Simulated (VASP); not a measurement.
# N (P4_2/mnm) in VASP: dielectric tensor with PBE

Aim: the dielectric tensor of N with PBE.

All numbers are computed with VASP 6.6.1; they aren't measurements. Logs are shortened: lines on timing, memory, paths and dates and some standing lists are left out, and cuts for length are marked.

## (1) The cell of the first run

The structure is tetragonal, space group P4_2/mnm (No. 136). Conventional cell: a = 3.961 Å, b = 3.961 Å, c = 5.133 Å, α = 90.00°, β = 90.00°, γ = 90.00°. N (site symmetry m2m) has 1 N at 1.09 Å within 1.5 Å.

## (2) Dielectric tensor, PBE

INCAR

```
  PREC = Accurate
  ENCUT = 520
  EDIFF = 1E-8
  ISMEAR = 0
  SIGMA = 0.01
  LREAL = False
  LASPH = True
  NELM = 80
  ALGO = Normal
  ISIF = 2
  LWAVE = False
  LCHARG = False
  GGA = PE
  LEPSILON = True
```

KPOINTS

```
regular mesh
0
Gamma
  6 6 4
```

POSCAR

```
N
1.0
    3.9609740433      0.0000000000      0.0000000000
    0.0000000000      3.9609740433      0.0000000000
    0.0000000000      0.0000000000      5.1331803146
N
4
Direct
    0.9024068167      0.9024068167      0.0000000000
    0.5975931833      0.4024068167      0.5000000000
    0.0975931833      0.0975931833      0.0000000000
    0.4024068167      0.5975931833      0.5000000000
```

Potentials or basis: VASP PAW PBE potentials, release 64 (N).

Run with:

```
$ cat potpaw_PBE.64/N/POTCAR > POTCAR
$ mpirun -np 1 vasp_std > vasp.out
```

OUTCAR:

```text
PREC = Accurate
   ENCUT = 520
   EDIFF = 1E-8
   ISMEAR = 0
   LREAL = False
   LASPH = True
   NELM = 80
   ISIF = 2
   GGA = PE
   LEPSILON = True

 ion  position               nearest neighbor table
   1  0.902  0.902  0.000-   3 1.09
   2  0.598  0.402  0.500-   4 1.09
   3  0.098  0.098  0.000-   1 1.09
   4  0.402  0.598  0.500-   2 1.09

  LATTYP: Found a simple tetragonal cell.
 ALAT       =     3.9609740433
 C/A-ratio  =     1.2959388924

  Lattice vectors:

 A1 = (   3.9609740433,   0.0000000000,   0.0000000000)
 A2 = (   0.0000000000,   3.9609740433,   0.0000000000)
 A3 = (   0.0000000000,   0.0000000000,   5.1331803146)

Analysis of symmetry for initial positions (statically):
=====================================================================
 Subroutine PRICEL returns:
 Original cell was already a primitive cell.

 Routine SETGRP: Setting up the symmetry group for a
 simple tetragonal supercell.

 Subroutine GETGRP returns: Found 16 space group operations
 (whereof  8 operations were pure point group operations)
 out of a pool of 16 trial point group operations.

The static configuration has the point symmetry D_2h.
 The point group associated with its full space group is D_4h.

Analysis of symmetry for dynamics (positions and initial velocities):
=====================================================================
 Subroutine PRICEL returns:
 Original cell was already a primitive cell.

 Routine SETGRP: Setting up the symmetry group for a
 simple tetragonal supercell.

 Subroutine GETGRP returns: Found 16 space group operations
 (whereof  8 operations were pure point group operations)
 out of a pool of 16 trial point group operations.

The dynamic configuration has the point symmetry D_2h.
 The point group associated with its full space group is D_4h.

 Subroutine INISYM returns: Found 16 space group operations
 (whereof  8 operations are pure point group operations),
 and found     1 'primitive' translations

----------------------------------------------------------------------------------------

                                     Primitive cell

  volume of cell :      80.5361

  direct lattice vectors                    reciprocal lattice vectors
     3.960974043  0.000000000  0.000000000     0.252463154  0.000000000  0.000000000
     0.000000000  3.960974043  0.000000000     0.000000000  0.252463154  0.000000000
     0.000000000  0.000000000  5.133180315     0.000000000  0.000000000  0.194811002

  length of vectors
     3.960974043  3.960974043  5.133180315     0.252463154  0.252463154  0.194811002

  position of ions in fractional coordinates (direct lattice)
     0.902406817  0.902406817  0.000000000
     0.597593183  0.402406817  0.500000000
     0.097593183  0.097593183  0.000000000
     0.402406817  0.597593183  0.500000000

  ion indices of the primitive-cell ions
   primitive index   ion index
                 1           1
                 2           2
                 3           3
                 4           4

----------------------------------------------------------------------------------------

 KPOINTS: regular mesh

Automatic generation of k-mesh.
 Grid dimensions read from file:
 generate k-points for:    6    6    4

 Generating k-lattice:

  Cartesian coordinates                     Fractional coordinates (reciprocal lattice)
     0.042077192  0.000000000  0.000000000     0.166666667  0.000000000  0.000000000
     0.000000000  0.042077192  0.000000000     0.000000000  0.166666667  0.000000000
     0.000000000  0.000000000  0.048702750     0.000000000  0.000000000  0.250000000

  Length of vectors
     0.042077192  0.042077192  0.048702750

  Shift w.r.t. Gamma in fractional coordinates (k-lattice)
     0.000000000  0.000000000  0.000000000

 Subroutine IBZKPT returns following result:
 ===========================================

 Found     30 irreducible k-points:

 Following reciprocal coordinates:
            Coordinates               Weight
  0.000000  0.000000  0.000000      1.000000
  0.166667  0.000000  0.000000      4.000000
  0.333333  0.000000  0.000000      4.000000
  0.500000  0.000000  0.000000      2.000000
  0.166667  0.166667  0.000000      4.000000
  0.333333  0.166667  0.000000      8.000000
[... 16 lines left out ...]
  0.333333  0.000000  0.500000      4.000000
  0.500000  0.000000  0.500000      2.000000
 [... further k-points ...]
   k-points           NKPTS =     30   k-points in BZ     NKDIM =     30   number of bands    NBANDS=     14
   number of dos      NEDOS =    301   number of ions     NIONS =      4
[... 27 lines left out ...]
   NELECT =      20.0000    total number of electrons
   NUPDOWN=      -1.0000    fix difference up-down
   EMIN   =  10.00;   EMAX   =-10.00  energy-range for DOS
   EFERMI =   0.00;   METHOD = LEGACY
   ISMEAR =     0;   SIGMA  =   0.01  broadening in eV -4-tet -1-fermi 0-gaus
   EFERMI_NEDOS =   21; number of points for ismear=-14 and -15
   IALGO  =     38    algorithm
   IMIX   =      4    mixing-type and parameters
     AMIX     =   0.40;   BMIX     =  1.00
     AMIX_MAG =   1.60;   BMIX_MAG =  1.00
  volume/ion in A,a.u.               =      20.13       135.87
  Fermi-wavevector in a.u.,A,eV,Ry     =   1.029014  1.944555 14.406801  1.058870
  Thomas-Fermi vector in A             =   2.163040
   LORBIT       =      0    0 simple, 1 ext, 2 COOP (PROOUT), +10 PAW based schemes
   GGA     = PE    functional components
   LHFCALC =     F    Hartree Fock is set to
   AEXX    =    0.0000 exact exchange contribution
   IVDW    =     0    specifies the selected vdW correction
   LEPSILON=     T    determine dielectric tensor
   LRPA    =     F    only Hartree local field effects (RPA)
 non-spin polarized calculation
 Gauss-broadening in eV      SIGMA  =   0.01
  energy-cutoff  :      520.00
  volume of cell :       80.54
 maximum number of plane-waves:      2212
 NGX is ok and might be reduce to    30
   NGX = 15   NGY = 15   NGZ = 19

--------------------------------------- Ionic step        1  -------------------------------------------

 number of electron      19.9999994 magnetization

 E-fermi :  -5.8764     XC(G=0):  -6.8563

 val. band max:       -5.9817016751   @ k =   0.5000   0.5000   0.5000
 cond. band min:       0.8200347450   @ k =   0.0000   0.0000   0.0000
 fundamental gap:      6.8017364201
 Fermi energy:        -5.8764361109

 k-point     1 :       0.0000    0.0000    0.0000
  band No.  band energies     occupation
      1     -24.6361      2.00000
      2     -24.5471      2.00000
      3      -9.2985      2.00000
      4      -9.2985      2.00000
      5      -8.2376      2.00000
      6      -7.5302      2.00000
      7      -7.5302      2.00000
      8      -7.4135      2.00000
      9      -7.2027      2.00000
     10      -6.2153      2.00000
     11       0.8200      0.00000
     12       1.8747      0.00000
     13       2.2817      0.00000
     14       2.2817      0.00000
[... 377 lines left out ...]
      1     -24.5744      2.00000
      2     -24.5744      2.00000
      3      -9.6588      2.00000
      4      -9.6588      2.00000
      5      -7.9251      2.00000
      6      -7.9251      2.00000
      7      -7.5317      2.00000
      8      -7.5317      2.00000
      9      -6.3337      2.00000
     10      -6.3337      2.00000
     11       1.6107      0.00000
     12       1.6107      0.00000
     13       2.4026      0.00000
     14       2.4026      0.00000

 [... further k-points ...]

  FORCE on cell =-STRESS in cart. coord.  units (eV):
  Direction    XX          YY          ZZ          XY          YZ          ZX
  --------------------------------------------------------------------------------------
  -------------------------------------------------------------------------------------
  Total        3.7681074      3.7681074      0.4229980      0.0000000      0.0000000      0.0000000
  in kB       74.9623763     74.9623763      8.4150832      0.0000000      0.0000000      0.0000000
  external PRESSURE =      52.7799452 kB  Pullay stress =       0.0000000 kB

 VOLUME and BASIS-vectors are now :
 -----------------------------------------------------------------------------
  energy-cutoff  :      520.00
  volume of cell :       80.54
      direct lattice vectors                 reciprocal lattice vectors
     3.960974043  0.000000000  0.000000000     0.252463154  0.000000000  0.000000000
     0.000000000  3.960974043  0.000000000     0.000000000  0.252463154  0.000000000
     0.000000000  0.000000000  5.133180315     0.000000000  0.000000000  0.194811002

 POSITION                                       TOTAL-FORCE (eV/Angst)
 -----------------------------------------------------------------------------------
      3.57441      3.57441      0.00000        -2.196489     -2.196489      0.000000
      2.36705      1.59392      2.56659         2.196489     -2.196489      0.000000
      0.38656      0.38656      0.00000         2.196489      2.196489      0.000000
      1.59392      2.36705      2.56659        -2.196489      2.196489      0.000000
 -----------------------------------------------------------------------------------
    total drift:                               -0.000000     -0.000000     -0.000000

  FREE ENERGIE OF THE ION-ELECTRON SYSTEM (eV)
  ---------------------------------------------------
  free  energy   TOTEN  =       -33.2206436608 eV

  energy  without entropy=      -33.2206436608  energy(sigma->0) =      -33.22064366

 HEAD OF MICROSCOPIC STATIC DIELECTRIC TENSOR (INDEPENDENT PARTICLE, excluding Hartree and local field effects)
 ------------------------------------------------------
           2.154332     0.000000     0.000000
           0.000000     2.154332     0.000000
           0.000000     0.000000     1.717489
 ------------------------------------------------------

 Free energy of the ion-electron system (eV)
  ---------------------------------------------------
  ---------------------------------------------------
  free energy    TOTEN  =        -0.18034887 eV

  energy without entropy =       -0.18034887

------------------------ aborting loop because EDIFF is reached ----------------------------------------

--------------------------------------- Ionic step        2  -------------------------------------------

------------------------ aborting loop because EDIFF is reached ----------------------------------------

--------------------------------------- Ionic step        3  -------------------------------------------

 Free energy of the ion-electron system (eV)
  ---------------------------------------------------
  ---------------------------------------------------
  free energy    TOTEN  =        -0.14296486 eV

  energy without entropy =       -0.14296486

------------------------ aborting loop because EDIFF is reached ----------------------------------------

 PIEZOELECTRIC TENSOR FIELD DIRECTION 3  (e Angst)
 -----------------------------------------------------------------------------
     0.00002 -0.00000  0.00000           ( -0.00000  0.00000  0.00000)
    -0.00000  0.00002  0.00000           (  0.00000 -0.00000  0.00000)
     0.00000  0.00000 -0.00011           (  0.00000  0.00000 -0.00000)

 PIEZOELECTRIC TENSOR FIELD DIRECTION 3  (C/m^2)
 -----------------------------------------------------------------------------
     0.00000 -0.00000  0.00000
    -0.00000  0.00000  0.00000
     0.00000  0.00000 -0.00002

 MACROSCOPIC STATIC DIELECTRIC TENSOR (including local field effects in DFT)
 ------------------------------------------------------
           1.732448     0.000000     0.000000
           0.000000     1.732448     0.000000
           0.000000     0.000000     1.577619
 ------------------------------------------------------

 PIEZOELECTRIC TENSOR (including local field effects)  for field in x, y, z        (e  Angst)
          XX          YY          ZZ          XY          YZ          ZX
  --------------------------------------------------------------------------------
  x     0.00000     0.00000     0.00000     0.00000     0.00000     0.00000
  y     0.00000     0.00000     0.00000     0.00000     0.00000     0.00000
  z     0.00000     0.00000     0.00000     0.00000     0.00000     0.00000

 PIEZOELECTRIC TENSOR (including local field effects)  for field in x, y, z        (C/m^2)
          XX          YY          ZZ          XY          YZ          ZX
  --------------------------------------------------------------------------------
  x     0.00000     0.00000     0.00000     0.00000     0.00000     0.00000
  y     0.00000     0.00000     0.00000     0.00000     0.00000     0.00000
  z     0.00000     0.00000     0.00000     0.00000     0.00000     0.00000

 BORN EFFECTIVE CHARGES (including local field effects) (in |e|, cummulative output)
 ---------------------------------------------------------------------------------
 ion    1
    1     0.00000    -0.00073     0.00000
    2    -0.00073     0.00000     0.00000
    3     0.00000     0.00000     0.00000
 ion    2
    1     0.00000     0.00073     0.00000
    2     0.00073     0.00000     0.00000
    3     0.00000     0.00000     0.00000
 ion    3
    1     0.00000    -0.00073     0.00000
    2    -0.00073     0.00000     0.00000
    3     0.00000     0.00000     0.00000
 ion    4
    1     0.00000     0.00073     0.00000
    2     0.00073     0.00000     0.00000
    3     0.00000     0.00000     0.00000
```

Run time: 1.9 min. Hardware: 1 thread of Intel Xeon 6975P-C (Granite Rapids), shared host; peak memory 0.26 GiB.

What came out:

```yaml
Band_gap_on_the_k_mesh: 6.80 eV (least direct gap 7.04 eV)
Electronic_dielectric_tensor_diagonal: 1.73, 1.73, 1.58
Born_charges_mean_of_the_diagonal: N +0.00 e
```

Levels at points of the mesh, in eV from the valence-band top:
| k point | band 6 | band 7 | band 8 | band 9 | band 10 | band 11 | band 12 | band 13 | band 14 |
| --- | --- | --- | --- | --- | --- | --- | --- | --- | --- |
| (0.00, 0.00, 0.00) | -1.55 | -1.55 | -1.43 | -1.22 | -0.23 | 6.80 | 7.86 | 8.26 | 8.26 |
| (0.50, 0.00, 0.00) | -1.81 | -1.80 | -1.80 | -0.27 | -0.27 | 8.03 | 8.03 | 8.03 | 8.03 |
| (0.50, 0.50, 0.00) | -1.97 | -1.74 | -1.74 | -0.05 | -0.05 | 7.74 | 7.74 | 8.91 | 8.91 |
| (0.00, 0.00, 0.50) | -2.07 | -1.57 | -1.57 | -0.49 | -0.49 | 7.29 | 7.29 | 8.25 | 8.25 |
| (0.50, 0.00, 0.50) | -1.94 | -1.55 | -1.55 | -0.35 | -0.35 | 7.59 | 7.59 | 8.38 | 8.38 |
| (0.50, 0.50, 0.50) | -2.05 | -1.80 | -1.80 | 0.00 | 0.00 | 7.80 | 7.80 | 8.91 | 8.91 |

Electronic dielectric tensor:
```
1.73 0.00 0.00
0.00 1.73 0.00
0.00 0.00 1.58
```

Born effective charge tensors (e):
atom 1, N
```
0.00 0.00 0.00
0.00 0.00 0.00
0.00 0.00 0.00
```
atom 2, N
```
0.00 0.00 0.00
0.00 0.00 0.00
0.00 0.00 0.00
```
atom 3, N
```
0.00 0.00 0.00
0.00 0.00 0.00
0.00 0.00 0.00
```
atom 4, N
```
0.00 0.00 0.00
0.00 0.00 0.00
0.00 0.00 0.00
```

Caveat: the standard files for N, O and F lose accuracy on very short bonds; this functional lacks dispersion, which holds the molecules together, so the pressure and a relaxed volume are unreliable. A k mesh can miss the band edges.
